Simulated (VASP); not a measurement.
Here is a VASP 6.6.1 calculation.

The input INCAR:

```
ALGO = Normal
EDIFF = 1E-6
ENCUT = 750
GGA = PE
GGA_COMPAT = False
ISIF = 2
ISMEAR = 0
LASPH = True
LCHARG = False
LREAL = False
LWAVE = False
NBANDS = 12
NELM = 120
PREC = Accurate
SIGMA = 0.01
```

File KPOINTS:

```
k-points
0
Gamma
  8 8 8
```

Contents of POSCAR:

```
LiBr
1.0
    0.0000000000      2.7395485848      2.7395485848
    2.7395485848      0.0000000000      2.7395485848
    2.7395485848      2.7395485848      0.0000000000
Li Br
1 1
Direct
    0.0000000000      0.0000000000      0.0000000000
    0.5000000000      0.5000000000      0.5000000000
```

Potentials or basis: VASP PAW PBE potentials, release 64 (Li_sv, Br).

Command:

```bash
$ cat potpaw_PBE.64/Li_sv/POTCAR potpaw_PBE.64/Br/POTCAR > POTCAR
$ mpirun -np 1 vasp_std > vasp.out
```

(1) Predict the band gap on the k mesh.

(2) Estimate the pressure.

Results:

(1) 4.99 eV, direct.

(2) 0.4 GPa.
